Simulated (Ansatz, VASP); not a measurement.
Ta: VASP beside Ansatz

The input INCAR:

```
ALGO = Fast
EDIFF = 1E-7
ENCUT = 520
GGA = PE
ISIF = 2
ISMEAR = 0
LASPH = True
LCHARG = False
LREAL = False
LWAVE = False
NBANDS = 12
NELM = 80
PREC = Accurate
SIGMA = 0.15
```

File KPOINTS:

```
k-points
0
Gamma
  20 20 20
```

Contents of POSCAR:

```
Ta
1.0
   -1.4625873839      1.4625873839      2.0936938401
    1.4625873839     -1.4625873839      2.0936938401
    1.4625873839      1.4625873839     -2.0936938401
Ta
1
Direct
    0.0000000000      0.0000000000      0.0000000000
```

Input for Ansatz:

```yaml
crystal:
  lattice:
    - [-1.4625873839, 1.4625873839, 2.0936938401]
    - [1.4625873839, -1.4625873839, 2.0936938401]
    - [1.4625873839, 1.4625873839, -2.0936938401]
  atoms:
    - { symbol: Ta, position: [0.0, 0.0, 0.0] }
basis:
  ecutwfc: 420
kpoints:
  mp_grid: { grid: [20, 20, 20] }
hamiltonian:
  xc: pbe
  pseudopotentials: { kind: paw, azcp: { folder: soft_1 } }
scf:
  occupations: { method: gaussian, width: 0.15 }
output:
  forces: true
  stress: true
  eigenvalues: true
```

Alike in both runs: task single point; functional PBE; k mesh 20 × 20 × 20; occupations gaussian, width 0.15 eV; no spin polarisation.

|  | VASP | Ansatz |
| --- | --- | --- |
| version | VASP 6.6.1 | Ansatz 0.2.0 |
| potentials or method | VASP PAW PBE potentials, release 64 (Ta_pv), cutoff 520 eV | scalar-relativistic, plane waves, PAW |
| valence electrons in the cell | 11 | 13 |

```csv
,VASP,Ansatz,Ansatz less VASP
gap on the k mesh at the Fermi level (eV),none,none,-
pressure (GPa),10.5,10.4,-0.08
"traceless stress, the component that is largest in VASP (GPa)",1.14,1.14,-0.002
```

A gap of «none» marks a metal or a gap that the smearing closes. VASP's potentials hold 11 valence electrons a cell and Ansatz's 13, so a difference there can come from the potentials and not from the codes.

Neither program's run includes spin-orbit coupling.
